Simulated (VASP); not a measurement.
# BeTe in VASP: further runs

The runs below take BeTe through single point, relaxation of cell and atoms, with PBE.

All numbers are computed with VASP 6.6.1; they aren't measurements. Logs are shortened: lines on timing, memory, paths and dates and some standing lists are left out, and cuts for length are marked.

**1. The cell of the first run**

Symmetry: Fm-3m, No. 225, cubic system. The conventional cell has a = 5.361 Å, b = 5.361 Å, c = 5.361 Å, α = 90.00°, β = 90.00°, γ = 90.00°. Within 3.5 Å of Be (site symmetry m-3m) lie 6 Te at 2.68 Å. Te (site symmetry m-3m) has 6 Be at 2.68 Å within 3.5 Å.

**2. Single point, PBE**

File INCAR:

```
SYSTEM = BeTe
PREC     = Accurate       ! precision mode
ENCUT    = 520            ! plane-wave cutoff, eV
EDIFF    = 1E-6           ! SCF threshold, eV
ISMEAR   = 0              ! smearing method
SIGMA    = 0.1            ! smearing width, eV
LREAL    = .FALSE.        ! projectors in reciprocal space
LASPH    = .TRUE.         ! aspherical terms in the spheres
NELM     = 100            ! most SCF steps
ALGO     = Normal         ! electronic algorithm
ISIF     = 2              ! what is computed and relaxed
LWAVE    = .FALSE.        ! write WAVECAR
LCHARG   = .FALSE.        ! write CHGCAR
GGA      = PE             ! functional
NBANDS   = 11             ! bands
```

File KPOINTS:

```
Automatic mesh
0
G
  18 18 18
  0 0 0
```

File POSCAR:

```
BeTe
1.0
    0.0000000000      2.6803076698      2.6803076698
    2.6803076698      0.0000000000      2.6803076698
    2.6803076698      2.6803076698      0.0000000000
Be Te
1 1
Direct
    0.5000000000      0.5000000000      0.5000000000
    0.0000000000      0.0000000000      0.0000000000
```

Potentials or basis: VASP PAW PBE potentials, release 64 (Be, Te).

The run is started by

```bash
$ cat potpaw_PBE.64/Be/POTCAR potpaw_PBE.64/Te/POTCAR > POTCAR
$ mpirun -np 1 vasp_std > vasp.out
```

OUTCAR:

```text
SYSTEM = BeTe
   PREC = Accurate
   ENCUT = 520
   EDIFF = 1E-6
   ISMEAR = 0
   LREAL = .FALSE.
   LASPH = .TRUE.
   NELM = 100
   ISIF = 2
   GGA = PE

 ion  position               nearest neighbor table
   1  0.500  0.500  0.500-   2 2.68   2 2.68   2 2.68   2 2.68   2 2.68   2 2.68
   2  0.000  0.000  0.000-   1 2.68   1 2.68   1 2.68   1 2.68   1 2.68   1 2.68

  LATTYP: Found a face centered cubic cell.
 ALAT       =     5.3606153396

  Lattice vectors:

 A1 = (   0.0000000000,   2.6803076698,   2.6803076698)
 A2 = (   2.6803076698,   0.0000000000,   2.6803076698)
 A3 = (   2.6803076698,   2.6803076698,   0.0000000000)

Analysis of symmetry for initial positions (statically):
=====================================================================
 Subroutine PRICEL returns:
 Original cell was already a primitive cell.

 Routine SETGRP: Setting up the symmetry group for a
 face centered cubic supercell.

 Subroutine GETGRP returns: Found 48 space group operations
 (whereof 48 operations were pure point group operations)
 out of a pool of 48 trial point group operations.

The static configuration has the point symmetry O_h .

Analysis of symmetry for dynamics (positions and initial velocities):
=====================================================================
 Subroutine PRICEL returns:
 Original cell was already a primitive cell.

 Routine SETGRP: Setting up the symmetry group for a
 face centered cubic supercell.

 Subroutine GETGRP returns: Found 48 space group operations
 (whereof 48 operations were pure point group operations)
 out of a pool of 48 trial point group operations.

The dynamic configuration has the point symmetry O_h .

 Subroutine INISYM returns: Found 48 space group operations
 (whereof 48 operations are pure point group operations),
 and found     1 'primitive' translations

----------------------------------------------------------------------------------------

                                     Primitive cell

  volume of cell :      38.5109

  direct lattice vectors                    reciprocal lattice vectors
     0.000000000  2.680307670  2.680307670    -0.186545748  0.186545748  0.186545748
     2.680307670  0.000000000  2.680307670     0.186545748 -0.186545748  0.186545748
     2.680307670  2.680307670  0.000000000     0.186545748  0.186545748 -0.186545748

  length of vectors
     3.790527458  3.790527458  3.790527458     0.323106714  0.323106714  0.323106714

  position of ions in fractional coordinates (direct lattice)
     0.500000000  0.500000000  0.500000000
     0.000000000  0.000000000  0.000000000

  ion indices of the primitive-cell ions
   primitive index   ion index
                 1           1
                 2           2

----------------------------------------------------------------------------------------

 KPOINTS: Automatic mesh

Automatic generation of k-mesh.
 Grid dimensions read from file:
 generate k-points for:   18   18   18

 Generating k-lattice:

  Cartesian coordinates                     Fractional coordinates (reciprocal lattice)
    -0.010363653  0.010363653  0.010363653     0.055555556  0.000000000  0.000000000
     0.010363653 -0.010363653  0.010363653     0.000000000  0.055555556  0.000000000
     0.010363653  0.010363653 -0.010363653     0.000000000  0.000000000  0.055555556

  Length of vectors
     0.017950373  0.017950373  0.017950373

  Shift w.r.t. Gamma in fractional coordinates (k-lattice)
     0.000000000  0.000000000  0.000000000

 Subroutine IBZKPT returns following result:
 ===========================================

 Found    195 irreducible k-points:

 Following reciprocal coordinates:
            Coordinates               Weight
  0.000000  0.000000  0.000000      1.000000
  0.055556  0.000000  0.000000      8.000000
  0.111111  0.000000  0.000000      8.000000
  0.166667  0.000000  0.000000      8.000000
  0.222222  0.000000  0.000000      8.000000
  0.277778  0.000000  0.000000      8.000000
[... 16 lines left out ...]
 -0.277778  0.055556  0.000000     24.000000
 -0.222222  0.055556  0.000000     24.000000
 [... further k-points ...]
   k-points           NKPTS =    195   k-points in BZ     NKDIM =    195   number of bands    NBANDS=     11
   number of dos      NEDOS =    301   number of ions     NIONS =      2
   total plane-waves  NPLWV =  21952
   dimension x,y,z NGX =    28 NGY =   28 NGZ =   28
   dimension x,y,z NGXF=    56 NGYF=   56 NGZF=   56
   ions per type =               1   1
   NGX,Y,Z   is equivalent  to a cutoff of  12.28, 12.28, 12.28 a.u.
   NGXF,Y,Z  is equivalent  to a cutoff of  24.56, 24.56, 24.56 a.u.
 SYSTEM =  BeTe
   PREC   = accura    normal or accurate (medium, high low for compatibility)
   ISTART =      0    job   : 0-new  1-cont  2-samecut
   ICHARG =      2    charge: 1-file 2-atom 10-const
   ISPIN  =      1    spin polarized calculation?
   LNONCOLLINEAR =      F non collinear calculations
   LSORBIT =      F    spin-orbit coupling
   LASPH  =      T    aspherical Exc in radial PAW
   ENCUT  =  520.0 eV  38.22 Ry    6.18 a.u.   7.05  7.05  7.05*2*pi/ulx,y,z
   NELM   =    100;   NELMIN=  2; NELMDL= -5     # of ELM steps
   EDIFF  = 0.1E-05   stopping-criterion for ELM
   LREAL  =      F    real-space projection
   EDIFFG = 0.1E-04   stopping-criterion for IOM
   NSW    =      0    number of steps for IOM
   IBRION =     -1    ionic relax: 0-MD 1-quasi-New 2-CG
   NFREE  =      0    steps in history (QN), initial steepest desc. (CG)
   ISIF   =      2    stress and relaxation
   ISYM   =      2    0-nonsym 1-usesym 2-fastsym
   POTIM  = 0.5000    time-step for ionic-motion
   TEBEG  =    0.0;   TEEND  =   0.0 temperature during run
   PSTRESS=    0.0 pullay stress
   NELECT =       8.0000    total number of electrons
   NUPDOWN=      -1.0000    fix difference up-down
   EMIN   =  10.00;   EMAX   =-10.00  energy-range for DOS
   EFERMI =   0.00;   METHOD = LEGACY
   ISMEAR =     0;   SIGMA  =   0.10  broadening in eV -4-tet -1-fermi 0-gaus
   EFERMI_NEDOS =   21; number of points for ismear=-14 and -15
   IALGO  =     38    algorithm
   IMIX   =      4    mixing-type and parameters
     AMIX     =   0.40;   BMIX     =  1.00
     AMIX_MAG =   1.60;   BMIX_MAG =  1.00
  volume/ion in A,a.u.               =      19.26       129.94
  Fermi-wavevector in a.u.,A,eV,Ry     =   0.969565  1.832212 12.790237  0.940056
  Thomas-Fermi vector in A             =   2.099628
   LORBIT       =      0    0 simple, 1 ext, 2 COOP (PROOUT), +10 PAW based schemes
   GGA     = PE    functional components
   LHFCALC =     F    Hartree Fock is set to
   AEXX    =    0.0000 exact exchange contribution
   IVDW    =     0    specifies the selected vdW correction
   LEPSILON=     F    determine dielectric tensor
   LRPA    =     F    only Hartree local field effects (RPA)
 non-spin polarized calculation
 Gauss-broadening in eV      SIGMA  =   0.10
  energy-cutoff  :      520.00
  volume of cell :       38.51
 maximum number of plane-waves:      1056
   NGX = 15   NGY = 15   NGZ = 15

 number of electron       8.0000000 magnetization

 Free energy of the ion-electron system (eV)
  ---------------------------------------------------
  ext. energy  EPLUGINS =         0.00000000
  ---------------------------------------------------
  free energy    TOTEN  =        -6.60269899 eV

  energy without entropy =       -6.59896646  energy(sigma->0) =       -6.60083272

 E-fermi :   7.2099     XC(G=0):  -9.9581

 val. band max:        7.2017747556   @ k =  -0.3333   0.0556   0.0000
 cond. band min:       7.2380544186   @ k =  -0.1667   0.0556   0.0000
 fundamental gap:      0.0362796630
 Fermi energy:         7.2098620018

 k-point     1 :       0.0000    0.0000    0.0000
  band No.  band energies     occupation
      1      -6.0975      2.00000
      2       6.9902      1.99810
      3       6.9902      1.99810
      4       6.9902      1.99810
      5      10.3121      0.00000
      6      13.5286      0.00000
      7      13.5286      0.00000
      8      13.5286      0.00000
      9      14.1059      0.00000
     10      14.1059      0.00000
     11      14.1059      0.00000

 k-point     2 :       0.0556    0.0000    0.0000
  band No.  band energies     occupation
      1      -6.0590      2.00000
      2       6.6301      2.00000
      3       6.9818      1.99874
      4       6.9818      1.99874
      5      10.5266      0.00000
      6      13.2797      0.00000
      7      13.2797      0.00000
      8      13.4851      0.00000
      9      14.0244      0.00000
     10      14.2009      0.00000
     11      14.2009      0.00000

 k-point     3 :       0.1111    0.0000    0.0000
  band No.  band energies     occupation
      1      -5.9443      2.00000
      2       5.7973      2.00000
      3       6.9602      1.99959
      4       6.9602      1.99959
      5      10.8702      0.00000
      6      12.7072      0.00000
      7      12.7072      0.00000
      8      13.4187      0.00000
      9      13.9767      0.00000
     10      14.4776      0.00000
     11      14.4776      0.00000

 k-point     4 :       0.1667    0.0000    0.0000
  band No.  band energies     occupation
      1      -5.7569      2.00000
      2       4.7936      2.00000
      3       6.9346      1.99990
      4       6.9346      1.99990
      5      10.9866      0.00000
      6      12.0368      0.00000
      7      12.0368      0.00000
      8      13.3546      0.00000
      9      14.2453      0.00000
     10      14.9241      0.00000
     11      14.9241      0.00000
[... 239 lines left out ...]
 k-point    22 :      -0.3333    0.0556    0.0000
  band No.  band energies     occupation
      1      -4.7132      2.00000
      2       1.6539      2.00000
      3       6.2962      2.00000
      4       7.2018      1.09106
      5       9.8171      0.00000
      6      10.2031      0.00000
      7      10.9485      0.00000
      8      13.1822      0.00000
      9      16.4879      0.00000
     10      16.9424      0.00000
     11      18.5197      0.00000

 k-point    23 :      -0.2778    0.0556    0.0000
  band No.  band energies     occupation
      1      -5.0538      2.00000
      2       2.4904      2.00000
      3       6.2758      2.00000
      4       7.2559      0.51497
      5      10.1587      0.00000
      6      10.5479      0.00000
      7      11.2647      0.00000
      8      13.3120      0.00000
      9      15.5584      0.00000
     10      16.0898      0.00000
     11      17.5713      0.00000

 k-point    24 :      -0.2222    0.0556    0.0000
  band No.  band energies     occupation
      1      -5.3737      2.00000
      2       3.4391      2.00000
      3       6.3066      2.00000
      4       7.2648      0.43752
      5      10.6523      0.00000
      6      10.8633      0.00000
      7      11.6872      0.00000
      8      13.4587      0.00000
      9      14.7296      0.00000
     10      15.3748      0.00000
     11      16.6931      0.00000

 [... further k-points ...]
[... 5 lines left out ...]
  --------------------------------------------------------------------------------------
  -------------------------------------------------------------------------------------
  Total        0.0181126      0.0181126      0.0181126      0.0000000      0.0000000     -0.0000000
  in kB        0.7535426      0.7535426      0.7535426      0.0000000      0.0000000     -0.0000000
  external PRESSURE =       0.7535426 kB  Pullay stress =       0.0000000 kB

 VOLUME and BASIS-vectors are now :
 -----------------------------------------------------------------------------
  energy-cutoff  :      520.00
  volume of cell :       38.51
      direct lattice vectors                 reciprocal lattice vectors
     0.000000000  2.680307670  2.680307670    -0.186545748  0.186545748  0.186545748
     2.680307670  0.000000000  2.680307670     0.186545748 -0.186545748  0.186545748
     2.680307670  2.680307670  0.000000000     0.186545748  0.186545748 -0.186545748

 POSITION                                       TOTAL-FORCE (eV/Angst)
 -----------------------------------------------------------------------------------
      2.68031      2.68031      2.68031         0.000000      0.000000     -0.000000
      0.00000      0.00000      0.00000         0.000000      0.000000      0.000000
 -----------------------------------------------------------------------------------
    total drift:                               -0.000000      0.000000      0.000000

  FREE ENERGIE OF THE ION-ELECTRON SYSTEM (eV)
  ---------------------------------------------------
  free  energy   TOTEN  =        -6.6026989871 eV

  energy  without entropy=       -6.5989664592  energy(sigma->0) =       -6.60083272
```

Wall time 20 s (1 thread of Intel Xeon 6975P-C (Granite Rapids), shared host); peak memory 0.22 GiB.

What came out:

* Free energy: -6.6027 eV
* Pressure: 0.1 GPa
* Band gap on the k mesh: zero (band 4 reaches 7.54 eV, above the bottom of band 5 at 6.32 eV)

Caveat: spin-orbit coupling is left out, which moves the levels of the heavy elements.

[end of part 1 of 3]
